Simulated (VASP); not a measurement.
# V (Im-3m) in VASP: further runs

The runs below take V through single point, relaxation of cell and atoms, with PBEsol.

Program: VASP 6.6.1. These are calculated values, not measurements. Logs are shortened: lines on timing, memory, paths and dates and some standing lists are left out, and cuts for length are marked.

### 1 The cell of the first run

It takes space group Im-3m (No. 229, cubic). Conventional cell: a = 2.951 Å, b = 2.951 Å, c = 2.951 Å, α = 90.00°, β = 90.00°, γ = 90.00°. Within 3.4 Å of V (site symmetry m-3m) lie 14 V at 2.56 to 2.95 Å.

### 2 Single point, PBEsol, collinear spin, ferromagnetic start

File INCAR:

```
PREC = Accurate ; ENCUT = 520
EDIFF = 1E-6 ; ISMEAR = 0
SIGMA = 0.1 ; LREAL = False
LASPH = True ; NELM = 150
ALGO = Normal ; ISIF = 2
LWAVE = False ; LCHARG = False
ISPIN = 2 ; MAGMOM = 1.5
LORBIT = 11 ; LMAXMIX = 4
GGA = PS ; NBANDS = 16
```

File KPOINTS:

```
Automatic mesh
0
Gamma
  8 8 8
```

File POSCAR:

```
V
1.0
   -1.4756808791      1.4756808791      1.4756808791
    1.4756808791     -1.4756808791      1.4756808791
    1.4756808791      1.4756808791     -1.4756808791
V
1
Direct
    0.0000000000      0.0000000000      0.0000000000
```

Potentials or basis: VASP PAW PBE potentials, release 64 (V_sv).

Started as:

```bash
$ cat potpaw_PBE.64/V_sv/POTCAR > POTCAR
$ mpirun -np 1 vasp_std > vasp.out
```

OUTCAR:

```text
PREC = Accurate
   ENCUT = 520
   EDIFF = 1E-6
   ISMEAR = 0
   LREAL = False
   LASPH = True
   NELM = 150
   ISIF = 2
   ISPIN = 2
   LORBIT = 11
   GGA = PS

 ion  position               nearest neighbor table
   1  0.000  0.000  0.000-

  LATTYP: Found a body centered cubic cell.
 ALAT       =     2.9513617582

  Lattice vectors:

 A1 = (  -1.4756808791,   1.4756808791,   1.4756808791)
 A2 = (   1.4756808791,  -1.4756808791,   1.4756808791)
 A3 = (   1.4756808791,   1.4756808791,  -1.4756808791)

Analysis of symmetry for initial positions (statically):
=====================================================================
 Subroutine PRICEL returns:
 Original cell was already a primitive cell.

 Routine SETGRP: Setting up the symmetry group for a
 body centered cubic supercell.

 Subroutine GETGRP returns: Found 48 space group operations
 (whereof 48 operations were pure point group operations)
 out of a pool of 48 trial point group operations.

The static configuration has the point symmetry O_h .

Analysis of symmetry for dynamics (positions and initial velocities):
=====================================================================
 Subroutine PRICEL returns:
 Original cell was already a primitive cell.

 Routine SETGRP: Setting up the symmetry group for a
 body centered cubic supercell.

 Subroutine GETGRP returns: Found 48 space group operations
 (whereof 48 operations were pure point group operations)
 out of a pool of 48 trial point group operations.

The dynamic configuration has the point symmetry O_h .

Analysis of structural, dynamic, and magnetic symmetry:
=====================================================================
 Subroutine PRICEL returns:
 Original cell was already a primitive cell.

 Routine SETGRP: Setting up the symmetry group for a
 body centered cubic supercell.

 Subroutine GETGRP returns: Found 48 space group operations
 (whereof 48 operations were pure point group operations)
 out of a pool of 48 trial point group operations.

The overall configuration has the point symmetry O_h .

 Subroutine INISYM returns: Found 48 space group operations
 (whereof 48 operations are pure point group operations),
 and found     1 'primitive' translations

----------------------------------------------------------------------------------------

                                     Primitive cell

  volume of cell :      12.8540

  direct lattice vectors                    reciprocal lattice vectors
    -1.475680879  1.475680879  1.475680879     0.000000000  0.338826644  0.338826644
     1.475680879 -1.475680879  1.475680879     0.338826644  0.000000000  0.338826644
     1.475680879  1.475680879 -1.475680879     0.338826644  0.338826644  0.000000000

  length of vectors
     2.555954258  2.555954258  2.555954258     0.479173235  0.479173235  0.479173235

  position of ions in fractional coordinates (direct lattice)
     0.000000000  0.000000000  0.000000000

  ion indices of the primitive-cell ions
   primitive index   ion index
                 1           1

----------------------------------------------------------------------------------------

 KPOINTS: Automatic mesh

Automatic generation of k-mesh.
 Grid dimensions read from file:
 generate k-points for:    8    8    8

 Generating k-lattice:

  Cartesian coordinates                     Fractional coordinates (reciprocal lattice)
     0.000000000  0.042353331  0.042353331     0.125000000  0.000000000  0.000000000
     0.042353331  0.000000000  0.042353331     0.000000000  0.125000000  0.000000000
     0.042353331  0.042353331  0.000000000     0.000000000  0.000000000  0.125000000

  Length of vectors
     0.059896654  0.059896654  0.059896654

  Shift w.r.t. Gamma in fractional coordinates (k-lattice)
     0.000000000  0.000000000  0.000000000

 Subroutine IBZKPT returns following result:
 ===========================================

 Found     29 irreducible k-points:

 Following reciprocal coordinates:
            Coordinates               Weight
  0.000000  0.000000  0.000000      1.000000
  0.125000  0.000000  0.000000     12.000000
  0.250000  0.000000  0.000000     12.000000
  0.375000  0.000000  0.000000     12.000000
  0.500000  0.000000  0.000000      6.000000
  0.125000  0.125000  0.000000     24.000000
[... 16 lines left out ...]
 -0.250000  0.250000  0.250000      6.000000
 -0.375000  0.375000  0.250000     24.000000
 [... further k-points ...]
   k-points           NKPTS =     29   k-points in BZ     NKDIM =     29   number of bands    NBANDS=     16
   number of dos      NEDOS =    301   number of ions     NIONS =      1
   total plane-waves  NPLWV =   8000
   dimension x,y,z NGX =    20 NGY =   20 NGZ =   20
   dimension x,y,z NGXF=    40 NGYF=   40 NGZF=   40
   ions per type =               1
   NGX,Y,Z   is equivalent  to a cutoff of  13.01, 13.01, 13.01 a.u.
   NGXF,Y,Z  is equivalent  to a cutoff of  26.02, 26.02, 26.02 a.u.
 SYSTEM =  unknown system
   PREC   = accura    normal or accurate (medium, high low for compatibility)
   ISTART =      0    job   : 0-new  1-cont  2-samecut
   ICHARG =      2    charge: 1-file 2-atom 10-const
   ISPIN  =      2    spin polarized calculation?
   LNONCOLLINEAR =      F non collinear calculations
   LSORBIT =      F    spin-orbit coupling
   LASPH  =      T    aspherical Exc in radial PAW
   ENCUT  =  520.0 eV  38.22 Ry    6.18 a.u.   4.75  4.75  4.75*2*pi/ulx,y,z
   NELM   =    150;   NELMIN=  2; NELMDL= -5     # of ELM steps
   EDIFF  = 0.1E-05   stopping-criterion for ELM
   LREAL  =      F    real-space projection
   EDIFFG = 0.1E-04   stopping-criterion for IOM
   NSW    =      0    number of steps for IOM
   IBRION =     -1    ionic relax: 0-MD 1-quasi-New 2-CG
   NFREE  =      0    steps in history (QN), initial steepest desc. (CG)
   ISIF   =      2    stress and relaxation
   ISYM   =      2    0-nonsym 1-usesym 2-fastsym
   POTIM  = 0.5000    time-step for ionic-motion
   TEBEG  =    0.0;   TEEND  =   0.0 temperature during run
   PSTRESS=    0.0 pullay stress
   NELECT =      13.0000    total number of electrons
   NUPDOWN=      -1.0000    fix difference up-down
   EMIN   =  10.00;   EMAX   =-10.00  energy-range for DOS
   EFERMI =   0.00;   METHOD = LEGACY
   ISMEAR =     0;   SIGMA  =   0.10  broadening in eV -4-tet -1-fermi 0-gaus
   EFERMI_NEDOS =   21; number of points for ismear=-14 and -15
   IALGO  =     38    algorithm
   IMIX   =      4    mixing-type and parameters
     AMIX     =   0.40;   BMIX     =  1.00
     AMIX_MAG =   1.60;   BMIX_MAG =  1.00
  volume/ion in A,a.u.               =      12.85        86.74
  Fermi-wavevector in a.u.,A,eV,Ry     =   1.643275  3.105339 36.740516  2.700352
  Thomas-Fermi vector in A             =   2.733436
   LORBIT       =     11    0 simple, 1 ext, 2 COOP (PROOUT), +10 PAW based schemes
   GGA     = PS    functional components
   LHFCALC =     F    Hartree Fock is set to
   AEXX    =    0.0000 exact exchange contribution
   IVDW    =     0    specifies the selected vdW correction
   LEPSILON=     F    determine dielectric tensor
   LRPA    =     F    only Hartree local field effects (RPA)
 spin polarized calculation
 Gauss-broadening in eV      SIGMA  =   0.10
  energy-cutoff  :      520.00
  volume of cell :       12.85
 maximum number of plane-waves:       370
   NGX =  9   NGY =  9   NGZ =  9

 number of electron      13.0000005 magnetization      -0.0014983

 number of electron      13.0000005 magnetization       0.0011701

 Free energy of the ion-electron system (eV)
  ---------------------------------------------------
  ext. energy  EPLUGINS =         0.00000000
  ---------------------------------------------------
  free energy    TOTEN  =        -9.65689227 eV

  energy without entropy =       -9.64903356  energy(sigma->0) =       -9.65296291

 E-fermi :  10.1644     XC(G=0): -13.3123

 val. band max:       10.1456144514   @ k =   0.2500   0.0000   0.0000
 cond. band min:      10.1692556262   @ k =  -0.2500   0.2500   0.1250
 fundamental gap:      0.0236411748
 Fermi energy:        10.1643504267

 spin component 1

 k-point     1 :       0.0000    0.0000    0.0000
  band No.  band energies     occupation
      1     -53.2291      1.00000
      2     -26.5489      1.00000
      3     -26.5489      1.00000
      4     -26.5489      1.00000
      5       3.4596      1.00000
      6      10.6022      0.00000
[... 8 lines left out ...]
     15      38.5029      0.00000
     16      43.1123      0.00000
[... 419 lines left out ...]
 k-point    24 :      -0.3750    0.3750    0.2500
  band No.  band energies     occupation
      1     -52.9345      1.00000
      2     -27.3277      1.00000
      3     -27.0218      1.00000
      4     -26.9291      1.00000
      5       7.8538      1.00000
      6       8.5600      1.00000
[... 8 lines left out ...]
     15      40.7728      0.00000
     16      40.8742      0.00000

 [... further k-points ...]

 spin component 2

 k-point     1 :       0.0000    0.0000    0.0000
  band No.  band energies     occupation
      1     -53.2280      1.00000
      2     -26.5479      1.00000
      3     -26.5479      1.00000
      4     -26.5479      1.00000
      5       3.4602      1.00000
      6      10.6033      0.00000
[... 8 lines left out ...]
     15      38.5033      0.00000
     16      43.1132      0.00000
[... 419 lines left out ...]
 k-point    24 :      -0.3750    0.3750    0.2500
  band No.  band energies     occupation
      1     -52.9334      1.00000
      2     -27.3267      1.00000
      3     -27.0208      1.00000
      4     -26.9281      1.00000
      5       7.8545      1.00000
      6       8.5606      1.00000
[... 8 lines left out ...]
     15      40.7737      0.00000
     16      40.8747      0.00000

 [... further k-points ...]

------------------------ aborting loop because EDIFF is reached ----------------------------------------

  FORCE on cell =-STRESS in cart. coord.  units (eV):
  Direction    XX          YY          ZZ          XY          YZ          ZX
  --------------------------------------------------------------------------------------
  -------------------------------------------------------------------------------------
  Total        0.0222690      0.0222690      0.0222690      0.0000000      0.0000000     -0.0000000
  in kB        2.7757131      2.7757131      2.7757131      0.0000000      0.0000000     -0.0000000
  external PRESSURE =       2.7757131 kB  Pullay stress =       0.0000000 kB

 VOLUME and BASIS-vectors are now :
 -----------------------------------------------------------------------------
  energy-cutoff  :      520.00
  volume of cell :       12.85
      direct lattice vectors                 reciprocal lattice vectors
    -1.475680879  1.475680879  1.475680879     0.000000000  0.338826644  0.338826644
     1.475680879 -1.475680879  1.475680879     0.338826644  0.000000000  0.338826644
     1.475680879  1.475680879 -1.475680879     0.338826644  0.338826644  0.000000000

 POSITION                                       TOTAL-FORCE (eV/Angst)
 -----------------------------------------------------------------------------------
      0.00000      0.00000      0.00000        -0.000000      0.000000      0.000000
 -----------------------------------------------------------------------------------
    total drift:                                0.000000     -0.000000      0.000000

  FREE ENERGIE OF THE ION-ELECTRON SYSTEM (eV)
  ---------------------------------------------------
  free  energy   TOTEN  =        -9.6568922653 eV

  energy  without entropy=       -9.6490335623  energy(sigma->0) =       -9.65296291

 total charge

# of ion       s       p       d       tot
------------------------------------------
    1        2.358   6.229   3.163  11.750

 magnetization (x)

# of ion       s       p       d       tot
------------------------------------------
    1        0.000   0.000   0.001   0.001
```

It took 11 s on 1 thread of AMD EPYC 7R13 (Zen 3), shared host; peak memory 0.1 GiB.

Results:

- Free energy: -9.6569 eV
- Pressure: 0.3 GPa
- Net moment: 0.00 μB per cell
- Valence electrons inside the program's atomic spheres: V 11.75

Levels at points of the mesh, in eV from the Fermi level:
Spin up:
```csv
k point,band 3,band 4,band 5,band 6,band 7,band 8,band 9,band 10
"(0.00, 0.00, 0.00)",-36.71,-36.71,-6.70,0.44,0.44,0.44,2.57,2.57
"(0.50, 0.00, 0.00)",-37.04,-36.72,-3.35,-1.22,1.81,2.58,2.96,4.43
"(0.50, 0.50, 0.50)",-37.43,-37.43,-3.23,-3.23,4.00,4.00,4.00,10.62
```
Spin down:
```csv
k point,band 4,band 5,band 6,band 7,band 8,band 9
"(0.00, 0.00, 0.00)",-36.71,-6.70,0.44,0.44,0.44,2.57
"(0.50, 0.00, 0.00)",-36.72,-3.35,-1.21,1.81,2.58,2.96
"(0.50, 0.50, 0.50)",-37.43,-3.22,-3.22,4.00,4.00,4.00
```

Caveat: the k points lie up to 0.38 Å⁻¹ apart; the PAW data sets were made with another functional, which shifts forces and pressure a little.

### 3 Relaxation of cell and atoms, PBEsol, collinear spin, ferromagnetic start

This run uses another cell than the first one, of 13.89 Å³/atom, 1.081 times its volume.

File INCAR:

```
PREC = Accurate ; ENCUT = 600
EDIFF = 1E-7 ; ISMEAR = 0
SIGMA = 0.1 ; LREAL = F
LASPH = T ; NELM = 150
ALGO = Normal ; ISIF = 3
LWAVE = F ; LCHARG = F
ISPIN = 2 ; MAGMOM = 1.5
LORBIT = 11 ; LMAXMIX = 4
GGA = PS ; IBRION = 2
NSW = 60 ; EDIFFG = -0.02
```

KPOINTS is that of step 2.

File POSCAR:

```
V
1.0
   -1.5143500000      1.5143500000      1.5143500000
    1.5143500000     -1.5143500000      1.5143500000
    1.5143500000      1.5143500000     -1.5143500000
V
1
Direct
    0.0000000000      0.0000000000      0.0000000000
```

Potentials or basis: VASP PAW PBE potentials, release 64 (V_sv).

Started as:

```bash
$ cat potpaw_PBE.64/V_sv/POTCAR > POTCAR
$ mpirun -np 1 vasp_std > vasp.out
```

Run time: 42 s. Hardware: 1 thread of AMD EPYC 7R13 (Zen 3), shared host; peak memory 0.13 GiB.

Results (log left out):

| Item | Value |
| --- | --- |
| Free energy | -9.6579 eV |
| Relaxed volume | 12.86 Å³/atom |
| Relaxed cell | a = 2.557 Å, b = 2.557 Å, c = 2.557 Å, α = 109.47°, β = 109.47°, γ = 109.47° |
| Space group after relaxing (to 0.05 Å) | Im-3m (No. 229) |
| Energy gained by relaxing | 44.9 meV/atom |
| Ionic steps | 4 |
| Pressure after relaxing | 0.0 GPa |
| Net moment | 0.00 μB per cell |
| Valence electrons inside the program's atomic spheres | V 11.75 |

Step by step:
```csv
step,energy change (eV),largest force (eV/Å),pressure (GPa),volume (Å³)
1,0.0000,0.0000,-13.06,13.89
2,0.0281,0.0000,22.49,11.74
3,-0.0448,0.0000,-0.31,12.88
4,-0.0449,0.0000,0.00,12.86
```

Final structure:
```
V
1.0
    -1.47609    1.47609    1.47609
     1.47609   -1.47609    1.47609
     1.47609    1.47609   -1.47609
V
1
Cartesian
  2.9522 0.0000 0.0000
```

Levels at points of the mesh, in eV from the Fermi level:
Spin up:
```csv
k point,band 4,band 5,band 6,band 7,band 8,band 9
"(0.00, 0.00, 0.00)",-36.72,-6.70,0.44,0.44,0.44,2.56
"(0.50, 0.00, 0.00)",-36.73,-3.34,-1.21,1.81,2.58,2.96
"(0.50, 0.50, 0.50)",-37.43,-3.22,-3.22,4.00,4.00,4.00
```
Spin down:
```csv
k point,band 4,band 5,band 6,band 7,band 8,band 9
"(0.00, 0.00, 0.00)",-36.72,-6.70,0.44,0.44,0.44,2.56
"(0.50, 0.00, 0.00)",-36.73,-3.34,-1.21,1.81,2.58,2.96
"(0.50, 0.50, 0.50)",-37.43,-3.22,-3.22,4.00,4.00,4.00
```

Caveat: the k points lie up to 0.38 Å⁻¹ apart in the final cell; the PAW data sets were made with another functional, which shifts forces and pressure a little.
